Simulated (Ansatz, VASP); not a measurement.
# AlGa3N4: VASP beside Ansatz

Contents of INCAR:

```
ALGO = Normal ; EDIFF = 1E-6
ENCUT = 520 ; GGA = PS
ISIF = 2 ; ISMEAR = 0
LASPH = T ; LCHARG = T
LELF = T ; LREAL = F
LVHAR = T ; LWAVE = F
NBANDS = 41 ; NELM = 100
PREC = Accurate ; SIGMA = 0.05
```

Contents of KPOINTS:

```
k-points
0
Gamma
  6 6 6
```

POSCAR

```
AlGa3N4
1.0
    4.6762132780      0.0000000000      0.0000000000
    0.0000000000      4.4675774128      0.0000000000
    0.0000000000      0.0000000000      4.4675774128
Al Ga N
1 3 4
Direct
    0.0000000000      0.0000000000      0.0000000000
    0.4631343825      0.5000000673      0.0000000000
    0.5368656175      0.0000000000      0.4999994893
    0.0000000000      0.4999999327      0.5000005107
    0.7550465856      0.7436685412      0.2335759052
    0.7550462288      0.2563311435      0.7664241363
    0.2449537297      0.7664242732      0.7436686781
    0.2449534559      0.2335760421      0.2563312804
```

Input for Ansatz:

```yaml
crystal:
  lattice:
    - [4.676213278, 0.0, 0.0]
    - [0.0, 4.4675774128, 0.0]
    - [0.0, 0.0, 4.4675774128]
  atoms:
    - { symbol: Al, position: [0.0, 0.0, 0.0] }
    - { symbol: Ga, position: [0.4631343825, 0.5000000673, 0.0] }
    - { symbol: Ga, position: [0.5368656175, 0.0, 0.4999994893] }
    - { symbol: Ga, position: [0.0, 0.4999999327, 0.5000005107] }
    - { symbol: "N", position: [0.7550465856, 0.7436685412, 0.2335759052] }
    - { symbol: "N", position: [0.7550462288, 0.2563311435, 0.7664241363] }
    - { symbol: "N", position: [0.2449537297, 0.7664242732, 0.7436686781] }
    - { symbol: "N", position: [0.2449534559, 0.2335760421, 0.2563312804] }
basis:
  ecutwfc: 520.0
kpoints:
  mp_grid: { grid: [6, 6, 6] }
hamiltonian:
  xc: pbesol
  pseudopotentials: { kind: paw, azcp: { folder: soft_1 } }
scf:
  occupations: { method: gaussian, width: 0.05 }
output:
  forces: true
  stress: true
  eigenvalues: true
```

Change from the starting cell: mode 4 frozen in at -0.165 Å, normal strain along x +0.0467.

Alike in both runs: task single point; functional PBEsol; k mesh 6 × 6 × 6; occupations gaussian, width 0.05 eV; no spin polarisation.

|  | VASP | Ansatz |
| --- | --- | --- |
| version | VASP 6.6.1 | Ansatz 0.2.0 |
| potentials or method | VASP PAW PBE potentials, release 64 (Al, Ga_d, N), cutoff 520 eV | scalar-relativistic, plane waves, PAW |
| valence electrons in the cell | 62 | 62 |

Ansatz gave:

```
gap on the k mesh at the Fermi level (eV)                     : 1.85
least direct gap on the mesh (eV)                             : 1.85
pressure (GPa)                                                : -8.1
traceless stress, the component that is largest in VASP (GPa) : -4.90
rms of the force components (eV/Å)                            : 0.429
```

**Question.** What did VASP give for the same quantities?

**Answer.** gap on the k mesh at the Fermi level (eV): 1.86; least direct gap on the mesh (eV): 1.86; pressure (GPa): -8.2; traceless stress, the component that is largest in VASP (GPa): -4.91; rms of the force components (eV/Å): 0.429.

VASP's potentials were made for PBE, not for PBEsol, and Ansatz warns of the same on its side. Atom by atom the forces differ by 0.005 eV/Å (rms over components). The functional is the same, so the differences come from potentials, cutoffs and numerics. Ansatz's warnings: structure snapped to symmetry.
